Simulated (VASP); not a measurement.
FeO: single point with RPBE

The system is FeO.

```
Fe O
1.0
     0.00000    2.15540    2.15540
     2.15540    0.00000    2.15540
     2.15540    2.15540    0.00000
Fe O
1 1
Direct
  0.00000 0.00000 0.00000
  0.50000 0.50000 0.50000
```

```json
{
 "Program": "VASP 6.6.1",
 "Task": "single point",
 "Functional": "RPBE",
 "Potentials or basis": "VASP PAW PBE potentials, release 64 (Fe_sv, O)",
 "Cutoff": "700 eV",
 "k mesh": "6 × 6 × 6",
 "Occupations": "fermi-dirac, width 0.05 eV",
 "Spin": "collinear spin, ferromagnetic start",
 "Starting moments": "[3.0, 0.0] μB",
 "Dipole correction": "no",
 "Further INCAR settings": "ALGO = Normal; EDIFF = 1e-06; NBANDS = 22"
}
```

```
Pressure                                              : 4.5 GPa
Band gap on the k mesh                                : zero (filled and empty bands overlap)
Net moment                                            : 4.00 μB per cell
Site moments                                          : Fe +3.49; O +0.29 μB
Valence electrons inside the program's atomic spheres : Fe 13.62; O 5.01
```

Levels at points of the mesh, in eV from the Fermi level:
Spin up:
```tsv
k point	band 9	band 10	band 11	band 12	band 13	band 14	band 15	band 16	band 17	band 18
(0.00, 0.00, 0.00)	-3.92	-3.92	-3.92	-3.77	-3.77	0.00	15.26	16.94	16.94	16.94
(0.50, 0.00, 0.00)	-3.16	-3.16	-2.59	-0.44	-0.44	4.00	8.43	12.48	12.48	19.40
(0.50, 0.50, 0.00)	-4.87	-3.39	-2.91	-2.89	-2.89	5.24	8.68	10.68	14.66	14.66
```
Spin down:
| k point | band 5 | band 6 | band 7 | band 8 | band 9 | band 10 | band 11 | band 12 | band 13 | band 14 |
| --- | --- | --- | --- | --- | --- | --- | --- | --- | --- | --- |
| (0.00, 0.00, 0.00) | -20.39 | -3.37 | -3.37 | -3.37 | -0.74 | -0.74 | -0.74 | 0.26 | 0.26 | 0.79 |
| (0.50, 0.00, 0.00) | -19.22 | -8.09 | -5.22 | -5.22 | 0.40 | 0.40 | 0.59 | 2.82 | 2.82 | 4.43 |
| (0.50, 0.50, 0.00) | -19.21 | -7.00 | -4.54 | -4.54 | -2.14 | 0.74 | 0.74 | 0.80 | 1.19 | 6.64 |

It took 15 s on 1 thread of AMD EPYC 9R45 96-Core Processor (Zen 5), with other jobs on the host, peak memory 0.14 GiB.

Caveat: the k points lie up to 0.42 Å⁻¹ apart, too coarse for converged energies and pressures of a metal; the PAW data sets were made with another functional, which shifts forces and pressure a little; a cell with one magnetic atom can't hold antiferromagnetic order, which such compounds often take; semilocal functionals often make such compounds metallic where correlation or magnetic order opens a gap, which also shifts bond lengths. With open d or f shells a metallic result of RPBE can be an artefact of self-interaction; +U or a hybrid may open a gap.
